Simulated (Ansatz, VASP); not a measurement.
**C in VASP and in Ansatz**

Contents of INCAR:

```
PREC = Accurate
ENCUT = 520
EDIFF = 1E-6
ISMEAR = 0
SIGMA = 0.05
LREAL = False
LASPH = True
NELM = 80
ALGO = Normal
ISIF = 2
LWAVE = False
LCHARG = False
GGA = PE
IVDW = 12
NBANDS = 11
```

The input KPOINTS:

```
Automatic mesh
0
Gamma
  15 15 15
```

Contents of POSCAR:

```
C
1.0
    1.2324984681      0.7115833223      3.3613878357
   -1.2324984681      0.7115833223      3.3613878357
    0.0000000000     -1.4231666447      3.3613878357
C
2
Direct
    0.1689897131      0.1689897131      0.1900694651
    0.8310102869      0.8310102869      0.8099305349
```

Input for Ansatz:

```yaml
crystal:
  lattice:
    - [1.2324984681, 0.7115833223, 3.3613878357]
    - [-1.2324984681, 0.7115833223, 3.3613878357]
    - [0.0, -1.4231666447, 3.3613878357]
  atoms:
    - { symbol: C, position: [0.1689897131, 0.1689897131, 0.1900694651] }
    - { symbol: C, position: [0.8310102869, 0.8310102869, 0.8099305349] }
basis:
  ecutwfc: 520.0
kpoints:
  mp_grid: { grid: [15, 15, 15] }
hamiltonian:
  xc: pbe
  dispersion: d3bj
scf:
  occupations: { method: gaussian, width: 0.05 }
output:
  forces: true
  stress: true
  eigenvalues: true
```

Change from the starting cell: mode 4 frozen in at +0.095 Å and mode 6 at -0.030 Å (largest displacements).

Alike in both runs: task single point; functional PBE; dispersion D3(BJ); k mesh 15 × 15 × 15; occupations gaussian, width 0.05 eV; no spin polarisation.

|  | VASP | Ansatz |
| --- | --- | --- |
| version | VASP 6.6.1 | Ansatz 0.2.0 |
| potentials or method | VASP PAW PBE potentials, release 64 (C), cutoff 520 eV | scalar-relativistic, plane waves, PAW |
| valence electrons in the cell | 8 | 8 |

Ansatz gave:

* gap on the k mesh at the Fermi level (eV): 0.42
* least direct gap on the mesh (eV): 0.42
* pressure (GPa): -0.3
* traceless stress, the component that is largest in VASP (GPa): 7.66
* rms of the force components (eV/Å): 2.567

Estimate VASP's values.

gap on the k mesh at the Fermi level (eV): 0.42; least direct gap on the mesh (eV): 0.42; pressure (GPa): 0.1; traceless stress, the component that is largest in VASP (GPa): 8.03; rms of the force components (eV/Å): 2.566.

Atom by atom the forces differ by 0.008 eV/Å (rms over components).
